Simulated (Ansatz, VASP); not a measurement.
## Two plane-wave programs on B

```
B
1.0
     2.72588    0.00000    0.00000
     0.00000    4.53049    0.00000
     0.00000    0.00000    7.69369
B
12
Direct
  0.88428 0.31800 0.20123
  0.38428 0.18200 0.29877
  0.61572 0.81800 0.29877
  0.11572 0.68200 0.20123
  0.11572 0.68200 0.79877
  0.61572 0.81800 0.70123
  0.38428 0.18200 0.70123
  0.88428 0.31800 0.79877
  0.74743 0.88097 0.50000
  0.24743 0.61903 0.00000
  0.75257 0.38097 0.00000
  0.25257 0.11903 0.50000
```

Alike in both runs: task relaxation of cell and atoms; functional PBE; k mesh 6 × 4 × 2; occupations gaussian, width 0.1 eV; no spin polarisation.

|  | VASP | Ansatz |
| --- | --- | --- |
| version | VASP 6.6.1 | Ansatz 0.2.0 |
| potentials or method | VASP PAW PBE potentials, release 64 (B), cutoff 600 eV | scalar-relativistic, plane waves, PAW |
| valence electrons in the cell | 36 | 36 |

VASP gave:

```
gap on the k mesh at the Fermi level, each at its own relaxed structure (eV) : none
relaxed volume (Å³/atom)                                                     : 6.97
relaxed cell length with the largest relative difference (Å)                 : 2.960
```

**Question.** What did Ansatz give for the same quantities?

**Answer.** gap on the k mesh at the Fermi level, each at its own relaxed structure (eV): none; relaxed volume (Å³/atom): 6.96; relaxed cell length with the largest relative difference (Å): 2.958.

A gap of «none» marks a metal or a gap that the smearing closes.

The k mesh is coarse, so the values compare programs but aren't converged.
